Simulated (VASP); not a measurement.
# SiC (I-4m2) in VASP: a series of runs

SiC is run at these levels: PBEsol; tasks: single point.

Program: VASP 6.6.1. These are calculated values, not measurements. Logs are shortened: lines on timing, memory, paths and dates and some standing lists are left out, and cuts for length are marked.

## Step 1: The cell of the first run

The structure is tetragonal, space group I-4m2 (No. 119). The conventional cell has a = 2.893 Å, b = 2.893 Å, c = 4.910 Å, α = 90.00°, β = 90.00°, γ = 90.00°. Si (site symmetry -4m2) has 4 C at 1.90 Å within 2.5 Å. C (site symmetry -4m2) has 4 Si at 1.90 Å within 2.5 Å.

## Step 2: Single point, PBEsol

Input file INCAR:

```
ALGO = Normal
EDIFF = 1E-6
ENCUT = 520
GGA = PS
ISIF = 2
ISMEAR = 0
LASPH = T
LCHARG = F
LREAL = F
LWAVE = F
NBANDS = 11
NELM = 60
PREC = Accurate
SIGMA = 0.05
```

Input file KPOINTS:

```
k-points
0
Gamma
  12 12 12
```

Input file POSCAR:

```
SiC
1.0
    0.0000000000      2.0458123268      2.4549747921
    2.0458123268      0.0000000000      2.4549747921
    2.0458123268      2.0458123268      0.0000000000
Si C
1 1
Direct
    0.0000000000      0.0000000000      0.0000000000
    0.7500000000      0.7500000000      0.7500000000
```

Potentials or basis: VASP PAW PBE potentials, release 64 (Si, C).

The run is started by

```
cat potpaw_PBE.64/Si/POTCAR potpaw_PBE.64/C/POTCAR > POTCAR
mpirun -np 1 vasp_std > vasp.out
```

OUTCAR:

```text
EDIFF = 1E-6
   ENCUT = 520
   GGA = PS
   ISIF = 2
   ISMEAR = 0
   LASPH = T
   LREAL = F
   NELM = 60
   PREC = Accurate

 ion  position               nearest neighbor table
   1  0.000  0.000  0.000-   2 1.90   2 1.90   2 1.90   2 1.90
   2  0.750  0.750  0.750-   1 1.90   1 1.90   1 1.90   1 1.90

  LATTYP: Found a body centered tetragonal cell.
 ALAT       =     2.8932155386
 C/A-ratio  =     1.6970562748

  Lattice vectors:

 A1 = (  -2.0458123268,   0.0000000000,   2.4549747921)
 A2 = (   2.0458123268,   0.0000000000,   2.4549747921)
 A3 = (   0.0000000000,   2.0458123268,  -2.4549747921)

Analysis of symmetry for initial positions (statically):
=====================================================================
 Subroutine PRICEL returns:
 Original cell was already a primitive cell.

 Routine SETGRP: Setting up the symmetry group for a
 body centered tetragonal supercell.

 Subroutine GETGRP returns: Found  8 space group operations
 (whereof  8 operations were pure point group operations)
 out of a pool of 16 trial point group operations.

The static configuration has the point symmetry D_2d.

Analysis of symmetry for dynamics (positions and initial velocities):
=====================================================================
 Subroutine PRICEL returns:
 Original cell was already a primitive cell.

 Routine SETGRP: Setting up the symmetry group for a
 body centered tetragonal supercell.

 Subroutine GETGRP returns: Found  8 space group operations
 (whereof  8 operations were pure point group operations)
 out of a pool of 16 trial point group operations.

The dynamic configuration has the point symmetry D_2d.

 Subroutine INISYM returns: Found  8 space group operations
 (whereof  8 operations are pure point group operations),
 and found     1 'primitive' translations

----------------------------------------------------------------------------------------

                                     Primitive cell

  volume of cell :      20.5498

  direct lattice vectors                    reciprocal lattice vectors
     0.000000000  2.045812327  2.454974792    -0.244401695  0.244401695  0.203668079
     2.045812327  0.000000000  2.454974792     0.244401695 -0.244401695  0.203668079
     2.045812327  2.045812327  0.000000000     0.244401695  0.244401695 -0.203668079

  length of vectors
     3.195661012  3.195661012  2.893215539     0.401179590  0.401179590  0.401179590

  position of ions in fractional coordinates (direct lattice)
     0.000000000  0.000000000  0.000000000
     0.750000000  0.750000000  0.750000000

  ion indices of the primitive-cell ions
   primitive index   ion index
                 1           1
                 2           2

----------------------------------------------------------------------------------------

 KPOINTS: k-points

Automatic generation of k-mesh.
 Grid dimensions read from file:
 generate k-points for:   12   12   12

 Generating k-lattice:

  Cartesian coordinates                     Fractional coordinates (reciprocal lattice)
    -0.020366808  0.020366808  0.016972340     0.083333333  0.000000000  0.000000000
     0.020366808 -0.020366808  0.016972340     0.000000000  0.083333333  0.000000000
     0.020366808  0.020366808 -0.016972340     0.000000000  0.000000000  0.083333333

  Length of vectors
     0.033431632  0.033431632  0.033431632

  Shift w.r.t. Gamma in fractional coordinates (k-lattice)
     0.000000000  0.000000000  0.000000000

 Subroutine IBZKPT returns following result:
 ===========================================

 Found    163 irreducible k-points:

 Following reciprocal coordinates:
            Coordinates               Weight
  0.000000  0.000000  0.000000      1.000000
  0.083333 -0.000000  0.000000      8.000000
  0.166667  0.000000  0.000000      8.000000
  0.250000  0.000000  0.000000      8.000000
  0.333333  0.000000  0.000000      8.000000
  0.416667  0.000000  0.000000      8.000000
[... 16 lines left out ...]
  0.500000  0.166667  0.000000      8.000000
 -0.416667  0.166667  0.000000      8.000000
 [... further k-points ...]
   k-points           NKPTS =    163   k-points in BZ     NKDIM =    163   number of bands    NBANDS=     11
   number of dos      NEDOS =    301   number of ions     NIONS =      2
   total plane-waves  NPLWV =  13824
   dimension x,y,z NGX =    24 NGY =   24 NGZ =   24
   dimension x,y,z NGXF=    48 NGYF=   48 NGZF=   48
   ions per type =               1   1
   NGX,Y,Z   is equivalent  to a cutoff of  12.49, 12.49, 13.79 a.u.
   NGXF,Y,Z  is equivalent  to a cutoff of  24.97, 24.97, 27.58 a.u.
 SYSTEM =  unknown system
   PREC   = accura    normal or accurate (medium, high low for compatibility)
   ISTART =      0    job   : 0-new  1-cont  2-samecut
   ICHARG =      2    charge: 1-file 2-atom 10-const
   ISPIN  =      1    spin polarized calculation?
   LNONCOLLINEAR =      F non collinear calculations
   LSORBIT =      F    spin-orbit coupling
[... 62 lines left out ...]
      3       8.8244      2.00000
      4       8.8244      2.00000
      5      13.9157      0.00000
      6      15.4964      0.00000
      7      15.4964      0.00000
      8      15.6728      0.00000
      9      19.5553      0.00000
     10      21.8230      0.00000
     11      24.5401      0.00000

 k-point     2 :       0.0833   -0.0000    0.0000
  band No.  band energies     occupation
      1      -7.1537      2.00000
      2       6.8406      2.00000
      3       8.2469      2.00000
      4       8.7828      2.00000
      5      14.1245      0.00000
      6      15.0506      0.00000
      7      15.6954      0.00000
      8      16.2496      0.00000
      9      19.3935      0.00000
     10      22.7221      0.00000
     11      24.4587      0.00000

 k-point     3 :       0.1667    0.0000    0.0000
  band No.  band energies     occupation
      1      -6.7381      2.00000
      2       5.6975      2.00000
      3       7.3488      2.00000
      4       8.6835      2.00000
      5      13.5325      0.00000
      6      15.5991      0.00000
      7      16.2054      0.00000
      8      16.8203      0.00000
      9      19.7465      0.00000
     10      23.0195      0.00000
     11      24.1526      0.00000

 k-point     4 :       0.2500    0.0000    0.0000
  band No.  band energies     occupation
      1      -6.0607      2.00000
      2       3.9099      2.00000
      3       6.7369      2.00000
      4       8.5763      2.00000
      5      12.6945      0.00000
      6      16.1023      0.00000
      7      16.7555      0.00000
      8      17.5119      0.00000
      9      20.7806      0.00000
     10      22.2126      0.00000
     11      24.5386      0.00000

 k-point     5 :       0.3333    0.0000    0.0000
  band No.  band energies     occupation
      1      -5.1585      2.00000
      2       2.0312      2.00000
      3       6.2987      2.00000
      4       8.4965      2.00000
      5      12.0316      0.00000
      6      16.2425      0.00000
      7      16.9854      0.00000
      8      18.2206      0.00000
      9      21.8359      0.00000
     10      22.4201      0.00000
     11      25.1206      0.00000
[... 211 lines left out ...]
 k-point    21 :       0.3333    0.1667    0.0000
  band No.  band energies     occupation
      1      -5.6124      2.00000
      2       3.1216      2.00000
      3       5.8962      2.00000
      4       7.6058      2.00000
      5      13.3795      0.00000
      6      15.6593      0.00000
      7      17.6821      0.00000
      8      18.4265      0.00000
      9      19.8928      0.00000
     10      24.9941      0.00000
     11      26.4795      0.00000

 k-point    22 :       0.4167    0.1667    0.0000
  band No.  band energies     occupation
      1      -4.7164      2.00000
      2       1.8229      2.00000
      3       4.7725      2.00000
      4       7.6272      2.00000
      5      13.4069      0.00000
      6      15.3627      0.00000
      7      18.5314      0.00000
      8      18.9087      0.00000
      9      21.3355      0.00000
     10      25.1430      0.00000
     11      25.9758      0.00000

 k-point    23 :       0.5000    0.1667    0.0000
  band No.  band energies     occupation
      1      -3.7406      2.00000
      2       0.5255      2.00000
      3       4.0929      2.00000
      4       7.7927      2.00000
      5      13.4884      0.00000
      6      15.2800      0.00000
      7      18.2541      0.00000
      8      19.4543      0.00000
      9      22.9352      0.00000
     10      25.0447      0.00000
     11      25.8073      0.00000

 k-point    24 :      -0.4167    0.1667    0.0000
  band No.  band energies     occupation
      1      -3.2373      2.00000
      2      -0.0478      2.00000
      3       3.8047      2.00000
      4       8.0700      2.00000
      5      13.6118      0.00000
      6      15.4821      0.00000
      7      17.8970      0.00000
      8      19.0605      0.00000
      9      23.3852      0.00000
     10      23.7662      0.00000
     11      26.1693      0.00000

 [... further k-points ...]

------------------------ aborting loop because EDIFF is reached ----------------------------------------

  FORCE on cell =-STRESS in cart. coord.  units (eV):
  Direction    XX          YY          ZZ          XY          YZ          ZX
  --------------------------------------------------------------------------------------
  -------------------------------------------------------------------------------------
  Total        2.7740928      2.7740928     -5.5836663      0.0000000      0.0000000      0.0000000
  in kB      216.2832799    216.2832799   -435.3328294      0.0000000      0.0000000      0.0000000
  external PRESSURE =      -0.9220899 kB  Pullay stress =       0.0000000 kB

 VOLUME and BASIS-vectors are now :
 -----------------------------------------------------------------------------
  energy-cutoff  :      520.00
  volume of cell :       20.55
      direct lattice vectors                 reciprocal lattice vectors
     0.000000000  2.045812327  2.454974792    -0.244401695  0.244401695  0.203668079
     2.045812327  0.000000000  2.454974792     0.244401695 -0.244401695  0.203668079
     2.045812327  2.045812327  0.000000000     0.244401695  0.244401695 -0.203668079

 POSITION                                       TOTAL-FORCE (eV/Angst)
 -----------------------------------------------------------------------------------
      0.00000      0.00000      0.00000         0.000000      0.000000     -0.000000
      3.06872      3.06872      3.68246        -0.000000     -0.000000      0.000000
 -----------------------------------------------------------------------------------
    total drift:                                0.000000      0.000000      0.000000

  FREE ENERGIE OF THE ION-ELECTRON SYSTEM (eV)
  ---------------------------------------------------
  free  energy   TOTEN  =       -15.4561132570 eV

  energy  without entropy=      -15.4560982610  energy(sigma->0) =      -15.45610576
```

It took 13 s on 1 thread of Intel Xeon 6975P-C (Granite Rapids), shared host; peak memory 0.15 GiB.

What came out:

| Item | Value |
| --- | --- |
| Free energy | -15.4561 eV |
| Pressure | -0.1 GPa |
| Band gap on the k mesh | 0.15 eV, indirect (least direct gap 3.04 eV) |

Caveat: the PAW data sets were made with another functional, which shifts forces and pressure a little. A k mesh can miss the band edges.

## Step 3: Single point, PBEsol

This run uses another cell than the first one, of the same volume but with other edges.

Input file INCAR:

```
PREC = Accurate
ENCUT = 520
EDIFF = 1E-7
ISMEAR = 0
SIGMA = 0.05
LREAL = False
LASPH = True
NELM = 100
ALGO = Normal
ISIF = 2
LWAVE = False
LCHARG = False
GGA = PS
NBANDS = 11
```

Input file KPOINTS:

```
Automatic mesh
0
Gamma
  12 12 12
```

Input file POSCAR:

```
SiC
1.0
    0.0000000000      2.3617178146      1.8421398954
    2.3617178146      0.0000000000      1.8421398954
    2.3617178146      2.3617178146      0.0000000000
Si C
1 1
Direct
    0.0000000000      0.0000000000      0.0000000000
    0.7500000000      0.7500000000      0.7500000000
```

Potentials or basis: VASP PAW PBE potentials, release 64 (Si, C).

The run is started by

```
cat potpaw_PBE.64/Si/POTCAR potpaw_PBE.64/C/POTCAR > POTCAR
mpirun -np 1 vasp_std > vasp.out
```

Wall time 18 s (1 thread of Intel Xeon 6975P-C (Granite Rapids), shared host); peak memory 0.16 GiB.

The run converged. Its results:

- Free energy: -15.4409 eV
- Pressure: -3.6 GPa
- Band gap on the k mesh: zero (band 4 reaches 9.19 eV, above the bottom of band 5 at 8.56 eV)

Stress tensor (GPa, compression positive):
```
-16.28   0.00   0.00
  0.00 -16.28   0.00
  0.00   0.00  21.90
```

Levels at points of the mesh, in eV from the Fermi level:
| k point | band 2 | band 3 | band 4 | band 5 | band 6 | band 7 |
| --- | --- | --- | --- | --- | --- | --- |
| (0.00, 0.00, 0.00) | -0.97 | -0.97 | 0.26 | 5.35 | 6.40 | 7.15 |
| (0.50, 0.00, 0.00) | -9.25 | -2.93 | -0.80 | 2.89 | 4.78 | 9.80 |
| (0.50, 0.50, 0.00) | -6.34 | -5.48 | -5.48 | -0.37 | 0.64 | 12.58 |
| (0.50, 0.00, 0.50) | -9.53 | -2.83 | -2.58 | 1.79 | 5.17 | 9.90 |

Caveat: the PAW data sets were made with another functional, which shifts forces and pressure a little.

## Step 4: Single point, PBEsol

This run uses another cell than the first one, of the same volume but with other edges.

Input file INCAR:

```
ALGO = Normal
EDIFF = 1E-6
ENCUT = 520
GGA = PS
ISIF = 2
ISMEAR = 0
LASPH = T
LCHARG = F
LREAL = F
LWAVE = F
NBANDS = 11
NELM = 60
PREC = Accurate
SIGMA = 0.05
```

Input file KPOINTS:

```
k-points
0
Gamma
  12 12 12
```

Input file POSCAR:

```
SiC
1.0
    0.0000000000      1.9919499511      2.5895349364
    1.9919499511      0.0000000000      2.5895349364
    1.9919499511      1.9919499511      0.0000000000
Si C
1 1
Direct
    0.0000000000      0.0000000000      0.0000000000
    0.7500000000      0.7500000000      0.7500000000
```

The run is started by

```
cat potpaw_PBE.64/Si/POTCAR potpaw_PBE.64/C/POTCAR > POTCAR
mpirun -np 1 vasp_std > vasp.out
```

It took 14 s on 1 thread of Intel Xeon 6975P-C (Granite Rapids), shared host; peak memory 0.15 GiB.

Results (log left out):

```yaml
Free_energy: -14.8785 eV
Pressure: -1.4 GPa
Band_gap_on_the_k_mesh: zero (band 4 reaches 9.53 eV, above the bottom of band 5 at 9.03 eV)
```

Stress tensor (GPa, compression positive):
```
 33.36   0.00   0.00
  0.00  33.36   0.00
  0.00   0.00 -70.77
```

Levels at points of the mesh, in eV from the Fermi level:
| k point | band 1 | band 2 | band 3 | band 4 | band 5 | band 6 | band 7 | band 8 | band 9 |
| --- | --- | --- | --- | --- | --- | --- | --- | --- | --- |
| (0.00, 0.00, 0.00) | -16.72 | -2.89 | -0.18 | -0.18 | 3.51 | 6.16 | 6.19 | 6.19 | 9.48 |
| (0.50, 0.00, 0.00) | -12.90 | -9.80 | -4.00 | -0.29 | 0.87 | 7.74 | 8.11 | 9.18 | 13.44 |
| (0.50, 0.50, 0.00) | -12.81 | -11.22 | -2.27 | -2.27 | 1.96 | 6.05 | 10.33 | 13.02 | 13.02 |
| (0.50, 0.00, 0.50) | -10.74 | -7.86 | -5.34 | -4.74 | -0.45 | 1.62 | 8.04 | 11.94 | 13.69 |

Caveat: the PAW data sets were made with another functional, which shifts forces and pressure a little.

## Step 5: Single point, PBEsol

This run uses another cell than the first one, of the same volume but with other edges.

Input file INCAR:

```
SYSTEM = SiC
ALGO = Normal ; EDIFF = 1E-6
ENCUT = 520 ; GGA = PS
ISIF = 2 ; ISMEAR = 0
LASPH = .True. ; LCHARG = .True.
LELF = .True. ; LREAL = .False.
LVHAR = .True. ; LWAVE = .False.
NBANDS = 11 ; NELM = 100
PREC = Accurate ; SIGMA = 0.05
```

Input file KPOINTS:

```
k-points
0
Gamma
  12 12 12
  0 0 0
```

Input file POSCAR:

```
SiC
1.0
    0.0000000000      2.2352714132      2.0564497001
    2.2352714132      0.0000000000      2.0564497001
    2.2352714132      2.2352714132      0.0000000000
Si C
1 1
Direct
    0.0000000000      0.0000000000      0.0000000000
    0.7500000000      0.7500000000      0.7500000000
```

The run is started by

```
cat potpaw_PBE.64/Si/POTCAR potpaw_PBE.64/C/POTCAR > POTCAR
mpirun -np 1 vasp_std > vasp.out
```

Run time: 13 s. Hardware: 1 thread of Intel Xeon 6975P-C (Granite Rapids), shared host; peak memory 0.15 GiB.

Results (log left out):

| Property | Result |
| --- | --- |
| Free energy | -15.8479 eV |
| Pressure | 1.1 GPa |
| Band gap on the k mesh | 0.43 eV, indirect (least direct gap 4.36 eV) |

Stress tensor (GPa, compression positive):
```
-4.68  0.00  0.00
 0.00 -4.68  0.00
 0.00  0.00 12.81
```

Levels at points of the mesh, in eV from the valence-band top:
```tsv
k point	band 1	band 2	band 3	band 4	band 5	band 6	band 7	band 8
(0.00, 0.00, 0.00)	-15.83	-0.50	-0.50	0.00	5.89	6.81	7.05	7.05
(0.50, 0.00, 0.00)	-12.18	-8.98	-1.88	-0.95	4.66	6.21	7.91	9.74
(0.50, 0.50, 0.00)	-10.28	-7.49	-4.15	-4.15	0.43	2.91	13.43	13.43
(0.50, 0.00, 0.50)	-10.93	-8.54	-3.29	-3.18	1.19	4.38	12.47	13.78
```

Caveat: the PAW data sets were made with another functional, which shifts forces and pressure a little. A k mesh can miss the band edges.

## Step 6: Single point, PBEsol

This run uses another cell than the first one, of the same volume but with other edges.

Input file INCAR:

```
SYSTEM = SiC
PREC     = Accurate       ! precision mode
ENCUT    = 520            ! plane-wave cutoff, eV
EDIFF    = 1E-7           ! SCF threshold, eV
ISMEAR   = 0              ! smearing method
SIGMA    = 0.05           ! smearing width, eV
LREAL    = .FALSE.        ! projectors in reciprocal space
LASPH    = .TRUE.         ! aspherical terms in the spheres
NELM     = 60             ! most SCF steps
ALGO     = Normal         ! electronic algorithm
ISIF     = 2              ! what is computed and relaxed
LWAVE    = .FALSE.        ! write WAVECAR
LCHARG   = .FALSE.        ! write CHGCAR
GGA      = PS             ! functional
NBANDS   = 11             ! bands
```

Input file KPOINTS:

```
regular mesh
0
G
  12 12 12
  0 0 0
```

Input file POSCAR:

```
SiC
1.0
    0.0000000000      2.1060175116      2.3166192627
    2.1060175116      0.0000000000      2.3166192627
    2.1060175116      2.1060175116      0.0000000000
Si C
1 1
Direct
    0.0000000000      0.0000000000      0.0000000000
    0.7500000000      0.7500000000      0.7500000000
```

Potentials or basis: VASP PAW PBE potentials, release 64 (Si, C).

The run is started by

```
cat potpaw_PBE.64/Si/POTCAR potpaw_PBE.64/C/POTCAR > POTCAR
mpirun -np 1 vasp_std > vasp.out
```

It took 14 s on 1 thread of Intel Xeon 6975P-C (Granite Rapids), shared host; peak memory 0.15 GiB.

Results (log left out):

```yaml
Free_energy: -15.8022 eV
Pressure: 1.1 GPa
Band_gap_on_the_k_mesh: 0.70 eV, indirect (least direct gap 4.37 eV)
```

Stress tensor (GPa, compression positive):
```
 10.87   0.00   0.00
  0.00  10.87   0.00
  0.00   0.00 -18.40
```

Levels at points of the mesh, in eV from the valence-band top:
```
           k point  band 2  band 3  band 4  band 5  band 6  band 7
(0.00, 0.00, 0.00)   -0.78   -0.02   -0.02    5.88    6.96    6.96
(0.50, 0.00, 0.00)   -8.92   -1.97   -0.72    4.29    7.06    7.62
(0.50, 0.50, 0.00)   -8.94   -2.79   -2.79    1.57    5.03   13.40
(0.50, 0.00, 0.50)   -7.74   -3.90   -3.73    0.70    3.39   11.99
```

Caveat: the PAW data sets were made with another functional, which shifts forces and pressure a little. A k mesh can miss the band edges.

## Step 7: Summary

| cell | gap on the mesh (eV) | pressure (GPa) |
| --- | --- | --- |
| a = 3.196, b = 3.196, c = 2.893 Å, angles 63.1, 63.1, 53.8°, 2 atoms | 0.15 | -0.1 |
| a = 2.995, b = 2.995, c = 3.340 Å, angles 56.1, 56.1, 67.8°, 2 atoms | none | -3.6 |
| a = 3.267, b = 3.267, c = 2.817 Å, angles 64.5, 64.5, 51.1°, 2 atoms | none | -1.4 |
| a = 3.037, b = 3.037, c = 3.161 Å, angles 58.6, 58.6, 62.7°, 2 atoms | 0.43 | 1.1 |
| a = 3.131, b = 3.131, c = 2.978 Å, angles 61.6, 61.6, 56.8°, 2 atoms | 0.70 | 1.1 |

Alike in all rows: task single point; level PBEsol; potentials or basis VASP PAW PBE potentials, release 64 (Si, C); no spin polarisation; k mesh 12 × 12 × 12; cutoff (eV) 520; smearing gaussian 0.05 eV.

Caveats: the PAW data sets were made with another functional, which shifts forces and pressure a little.

Absolute energies hang on the potentials; compare differences alone.
